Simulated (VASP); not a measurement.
# Al3Cu (Pmmm) in VASP: single point with r2SCAN

Aim: the single point of Al3Cu with r2SCAN.

Program: VASP 6.6.1. These are calculated values, not measurements. Logs are shortened: lines on timing, memory, paths and dates and some standing lists are left out, and cuts for length are marked.

### Step 1. The cell of the first run

It takes space group Pmmm (No. 47, orthorhombic). Conventional cell: a = 2.607 Å, b = 2.940 Å, c = 7.592 Å, α = 90.00°, β = 90.00°, γ = 90.00°. Within 3.4 Å of Al (site symmetry mmm) lie 12 Al at 2.61 to 2.94 Å. Within 3.4 Å of Al (site symmetry mm2) lie 4 Cu at 2.59 Å and 9 Al at 2.61 to 3.38 Å. Within 3.4 Å of Cu (site symmetry mmm) lie 8 Al at 2.59 Å and 4 Cu at 2.61 to 2.94 Å.

### Step 2. Single point, r2SCAN (strain -0.0600 x Voigt [1, -1, 0, 0, 0, 0])

Contents of POSCAR:

```
Al3Cu
1.0
    2.6073540120      0.0000000000      0.0000000000
    0.0000000000      2.9402077156      0.0000000000
    0.0000000000      0.0000000000      7.5918631133
Al Cu
3 1
Direct
    0.0000000000      0.0000000000      0.5000000000
    0.5000000000      0.5000000000      0.2226430006
    0.5000000000      0.5000000000      0.7773569994
    0.0000000000      0.0000000000      0.0000000000
```

Contents of INCAR.step1:

```
  ALGO = Normal
  EDIFF = 1E-4
  ENCUT = 520
  GGA = PE
  ISMEAR = 0
  LASPH = T
  LCHARG = F
  LREAL = F
  LWAVE = T
  NBANDS = 18
  NELM = 60
  PREC = Accurate
  SIGMA = 0.15
```

Contents of INCAR.step2:

```
  ALGO = Normal
  EDIFF = 1E-6
  ENCUT = 520
  ISIF = 2
  ISMEAR = 0
  ISTART = 1
  LASPH = T
  LCHARG = F
  LMIXTAU = T
  LREAL = F
  LWAVE = F
  METAGGA = R2SCAN
  NBANDS = 18
  NELM = 60
  PREC = Accurate
  SIGMA = 0.15
```

Contents of KPOINTS:

```
k-points
0
Gamma
  18 18 6
```

Potentials or basis: VASP PAW PBE potentials, release 64 (Al, Cu).

Started as:

```sh
$ cat potpaw_PBE.64/Al/POTCAR potpaw_PBE.64/Cu/POTCAR > POTCAR
$ cp INCAR.step1 INCAR
$ mpirun -np 1 vasp_std > vasp.out
$ cp INCAR.step2 INCAR
$ mpirun -np 1 vasp_std > vasp.out
```

OUTCAR:

```text
EDIFF = 1E-6
   ENCUT = 520
   ISIF = 2
   ISMEAR = 0
   ISTART = 1
   LASPH = T
   LREAL = F
   METAGGA = R2SCAN
   NELM = 60
   PREC = Accurate

 ion  position               nearest neighbor table
   1  0.000  0.000  0.500-   2 2.88   3 2.88   2 2.88   3 2.88   2 2.88   3 2.88   2 2.88   3 2.88

   2  0.500  0.500  0.223-   4 2.59   4 2.59   4 2.59   4 2.59   1 2.88   1 2.88   1 2.88   1 2.88

   3  0.500  0.500  0.777-   4 2.59   4 2.59   4 2.59   4 2.59   1 2.88   1 2.88   1 2.88   1 2.88

   4  0.000  0.000  0.000-   2 2.59   3 2.59   2 2.59   3 2.59   2 2.59   3 2.59   2 2.59   3 2.59

  LATTYP: Found a simple orthorhombic cell.
 ALAT       =     2.6073540120
 B/A-ratio  =     1.1276595744
 C/A-ratio  =     2.9117116734

  Lattice vectors:

 A1 = (   2.6073540120,   0.0000000000,   0.0000000000)
 A2 = (   0.0000000000,   2.9402077156,   0.0000000000)
 A3 = (   0.0000000000,   0.0000000000,   7.5918631133)

Analysis of symmetry for initial positions (statically):
=====================================================================
 Subroutine PRICEL returns:
 Original cell was already a primitive cell.

 Routine SETGRP: Setting up the symmetry group for a
 simple orthorhombic supercell.

 Subroutine GETGRP returns: Found  8 space group operations
 (whereof  8 operations were pure point group operations)
 out of a pool of  8 trial point group operations.

The static configuration has the point symmetry D_2h.

Analysis of symmetry for dynamics (positions and initial velocities):
=====================================================================
 Subroutine PRICEL returns:
 Original cell was already a primitive cell.

 Routine SETGRP: Setting up the symmetry group for a
 simple orthorhombic supercell.

 Subroutine GETGRP returns: Found  8 space group operations
 (whereof  8 operations were pure point group operations)
 out of a pool of  8 trial point group operations.

The dynamic configuration has the point symmetry D_2h.

 Subroutine INISYM returns: Found  8 space group operations
 (whereof  8 operations are pure point group operations),
 and found     1 'primitive' translations

----------------------------------------------------------------------------------------

                                     Primitive cell

  volume of cell :      58.2005

  direct lattice vectors                    reciprocal lattice vectors
     2.607354012  0.000000000  0.000000000     0.383530581  0.000000000  0.000000000
     0.000000000  2.940207716  0.000000000     0.000000000  0.340112025  0.000000000
     0.000000000  0.000000000  7.591863113     0.000000000  0.000000000  0.131719972

  length of vectors
     2.607354012  2.940207716  7.591863113     0.383530581  0.340112025  0.131719972

  position of ions in fractional coordinates (direct lattice)
     0.000000000  0.000000000  0.500000000
     0.500000000  0.500000000  0.222643001
     0.500000000  0.500000000  0.777356999
     0.000000000  0.000000000  0.000000000

  ion indices of the primitive-cell ions
   primitive index   ion index
                 1           1
                 2           2
                 3           3
                 4           4

----------------------------------------------------------------------------------------

 KPOINTS: k-points

Automatic generation of k-mesh.
 Grid dimensions read from file:
 generate k-points for:   18   18    6

 Generating k-lattice:

  Cartesian coordinates                     Fractional coordinates (reciprocal lattice)
     0.021307255  0.000000000  0.000000000     0.055555556  0.000000000  0.000000000
     0.000000000  0.018895112  0.000000000     0.000000000  0.055555556  0.000000000
     0.000000000  0.000000000  0.021953329     0.000000000  0.000000000  0.166666667

  Length of vectors
     0.021307255  0.018895112  0.021953329

  Shift w.r.t. Gamma in fractional coordinates (k-lattice)
     0.000000000  0.000000000  0.000000000

 Subroutine IBZKPT returns following result:
 ===========================================

 Found    400 irreducible k-points:

 Following reciprocal coordinates:
            Coordinates               Weight
  0.000000  0.000000  0.000000      1.000000
  0.055556  0.000000  0.000000      2.000000
  0.111111  0.000000  0.000000      2.000000
  0.166667  0.000000  0.000000      2.000000
  0.222222  0.000000  0.000000      2.000000
  0.277778  0.000000  0.000000      2.000000
[... 16 lines left out ...]
  0.111111  0.111111  0.000000      4.000000
  0.166667  0.111111  0.000000      4.000000
 [... further k-points ...]
   k-points           NKPTS =    400   k-points in BZ     NKDIM =    400   number of bands    NBANDS=     18
   number of dos      NEDOS =    301   number of ions     NIONS =      4
   total plane-waves  NPLWV =  26880
   dimension x,y,z NGX =    20 NGY =   24 NGZ =   56
   dimension x,y,z NGXF=    40 NGYF=   48 NGZF=  112
   ions per type =               3   1
   NGX,Y,Z   is equivalent  to a cutoff of  12.75, 13.57, 12.26 a.u.
   NGXF,Y,Z  is equivalent  to a cutoff of  25.50, 27.14, 24.53 a.u.
 SYSTEM =  unknown system
   PREC   = accura    normal or accurate (medium, high low for compatibility)
   ISTART =      1    job   : 0-new  1-cont  2-samecut
   ICHARG =      0    charge: 1-file 2-atom 10-const
   ISPIN  =      1    spin polarized calculation?
   LNONCOLLINEAR =      F non collinear calculations
   LSORBIT =      F    spin-orbit coupling
   LASPH  =      T    aspherical Exc in radial PAW
   ENCUT  =  520.0 eV  38.22 Ry    6.18 a.u.   4.85  5.47 14.12*2*pi/ulx,y,z
   NELM   =     60;   NELMIN=  2; NELMDL=  0     # of ELM steps
   EDIFF  = 0.1E-05   stopping-criterion for ELM
   LREAL  =      F    real-space projection
   EDIFFG = 0.1E-04   stopping-criterion for IOM
   NSW    =      0    number of steps for IOM
   IBRION =     -1    ionic relax: 0-MD 1-quasi-New 2-CG
   NFREE  =      0    steps in history (QN), initial steepest desc. (CG)
   ISIF   =      2    stress and relaxation
   ISYM   =      2    0-nonsym 1-usesym 2-fastsym
   POTIM  = 0.5000    time-step for ionic-motion
   TEBEG  =    0.0;   TEEND  =   0.0 temperature during run
   PSTRESS=    0.0 pullay stress
   NELECT =      20.0000    total number of electrons
   NUPDOWN=      -1.0000    fix difference up-down
   EMIN   =  10.00;   EMAX   =-10.00  energy-range for DOS
   EFERMI =   0.00;   METHOD = LEGACY
   ISMEAR =     0;   SIGMA  =   0.15  broadening in eV -4-tet -1-fermi 0-gaus
   EFERMI_NEDOS =   21; number of points for ismear=-14 and -15
   IALGO  =     38    algorithm
   IMIX   =      4    mixing-type and parameters
     AMIX     =   0.40;   BMIX     =  1.00
     AMIX_MAG =   1.60;   BMIX_MAG =  1.00
  volume/ion in A,a.u.               =      14.55        98.19
  Fermi-wavevector in a.u.,A,eV,Ry     =   1.146681  2.166913 17.889999  1.314878
  Thomas-Fermi vector in A             =   2.283365
   LORBIT       =      0    0 simple, 1 ext, 2 COOP (PROOUT), +10 PAW based schemes
   METAGGA = R2SCAN    functional components
   LHFCALC =     F    Hartree Fock is set to
   AEXX    =    0.0000 exact exchange contribution
   IVDW    =     0    specifies the selected vdW correction
   LEPSILON=     F    determine dielectric tensor
   LRPA    =     F    only Hartree local field effects (RPA)
 non-spin polarized calculation
 Gauss-broadening in eV      SIGMA  =   0.15
  energy-cutoff  :      520.00
  volume of cell :       58.20
 maximum number of plane-waves:      1592
 NGX is ok and might be reduce to    20
   NGX =  9   NGY = 11   NGZ = 29

 number of electron      20.0000002 magnetization

 Free energy of the ion-electron system (eV)
  ---------------------------------------------------
  ext. energy  EPLUGINS =         0.00000000
  ---------------------------------------------------
  free energy    TOTEN  =       -31.26840226 eV

  energy without entropy =      -31.25501530  energy(sigma->0) =      -31.26170878

 E-fermi :   8.5731     XC(G=0): -11.7051

 val. band max:        8.5517340166   @ k =   0.0556   0.4444   0.3333
 cond. band min:       8.5810606413   @ k =   0.0000   0.4444   0.5000
 fundamental gap:      0.0293266247
 Fermi energy:         8.5730553012

 k-point     1 :       0.0000    0.0000    0.0000
  band No.  band energies     occupation
      1      -3.4018      2.00000
      2      -0.8641      2.00000
      3      -0.5064      2.00000
      4       3.7399      2.00000
      5       3.9174      2.00000
      6       4.5784      2.00000
[... 10 lines left out ...]
     17      18.5264      0.00000
     18      19.4715      0.00000

 k-point     2 :       0.0556    0.0000    0.0000
  band No.  band energies     occupation
      1      -3.3300      2.00000
      2      -0.7984      2.00000
      3      -0.4345      2.00000
      4       3.7663      2.00000
      5       3.9339      2.00000
      6       4.5841      2.00000
[... 10 lines left out ...]
     17      18.2213      0.00000
     18      19.2467      0.00000

 k-point     3 :       0.1111    0.0000    0.0000
  band No.  band energies     occupation
      1      -3.1150      2.00000
      2      -0.6024      2.00000
      3      -0.2195      2.00000
      4       3.8404      2.00000
      5       3.9825      2.00000
      6       4.6006      2.00000
[... 10 lines left out ...]
     17      17.0874      0.00000
     18      18.6364      0.00000

 k-point     4 :       0.1667    0.0000    0.0000
  band No.  band energies     occupation
      1      -2.7581      2.00000
      2      -0.2789      2.00000
      3       0.1361      2.00000
      4       3.9459      2.00000
      5       4.0622      2.00000
      6       4.5988      2.00000
[... 375 lines left out ...]
      4       3.7847      2.00000
      5       3.9868      2.00000
      6       4.4543      2.00000
[... 10 lines left out ...]
     17      19.1420      0.00000
     18      19.6733      0.00000

 k-point    23 :       0.1111    0.1111    0.0000
  band No.  band energies     occupation
      1      -2.8899      2.00000
      2      -0.4001      2.00000
      3       0.0043      2.00000
      4       3.8618      2.00000
      5       4.0332      2.00000
      6       4.4796      2.00000
[... 10 lines left out ...]
     17      18.9389      0.00000
     18      19.8426      0.00000

 k-point    24 :       0.1667    0.1111    0.0000
  band No.  band energies     occupation
      1      -2.5342      2.00000
      2      -0.0790      2.00000
      3       0.3575      2.00000
      4       3.9751      2.00000
      5       4.1069      2.00000
      6       4.5183      2.00000
[... 10 lines left out ...]
     17      19.2477      0.00000
     18      20.1319      0.00000

 [... further k-points ...]

------------------------ aborting loop because EDIFF is reached ----------------------------------------

  FORCE on cell =-STRESS in cart. coord.  units (eV):
  Direction    XX          YY          ZZ          XY          YZ          ZX
  --------------------------------------------------------------------------------------
  -------------------------------------------------------------------------------------
  Total        3.4906040     -1.3522143     -0.3842085      0.0000000      0.0000000      0.0000000
  in kB       96.0914576    -37.2245717    -10.5767243      0.0000000      0.0000000      0.0000000
  external PRESSURE =      16.0967205 kB  Pullay stress =       0.0000000 kB

 VOLUME and BASIS-vectors are now :
 -----------------------------------------------------------------------------
  energy-cutoff  :      520.00
  volume of cell :       58.20
      direct lattice vectors                 reciprocal lattice vectors
     2.607354012  0.000000000  0.000000000     0.383530581  0.000000000  0.000000000
     0.000000000  2.940207716  0.000000000     0.000000000  0.340112025  0.000000000
     0.000000000  0.000000000  7.591863113     0.000000000  0.000000000  0.131719972

 POSITION                                       TOTAL-FORCE (eV/Angst)
 -----------------------------------------------------------------------------------
      0.00000      0.00000      3.79593         0.000000      0.000000      0.000000
      1.30368      1.47010      1.69028         0.000000      0.000000      0.039610
      1.30368      1.47010      5.90159         0.000000      0.000000     -0.039610
      0.00000      0.00000      0.00000         0.000000      0.000000      0.000000
 -----------------------------------------------------------------------------------
    total drift:                               -0.000000     -0.000000     -0.000000

  FREE ENERGIE OF THE ION-ELECTRON SYSTEM (eV)
  ---------------------------------------------------
  free  energy   TOTEN  =       -31.2684022616 eV

  energy  without entropy=      -31.2550153043  energy(sigma->0) =      -31.26170878
```

It took 12 min on 1 thread of AMD EPYC 9R45 (Zen 5), shared host; peak memory 0.45 GiB.

Results:

```yaml
Free_energy: -31.2684 eV
Pressure: 1.6 GPa
Largest_force: 0.040 eV/Å
Band_gap_on_the_k_mesh: zero (band 10 reaches 12.95 eV, above the bottom of band 11 at 6.03 eV)
```

Forces on the atoms (eV/Å):
```
Al   0.000  0.000  0.000
Al   0.000  0.000  0.040
Al   0.000  0.000 -0.040
Cu   0.000  0.000  0.000
```

Stress tensor (GPa, compression positive):
```
 9.61  0.00  0.00
 0.00 -3.72  0.00
 0.00  0.00 -1.06
```

Caveat: the cell differs from its parent crystal (strain -0.0600 x Voigt [1, -1, 0, 0, 0, 0]); the PAW data sets were made with another functional, which shifts forces and pressure a little.
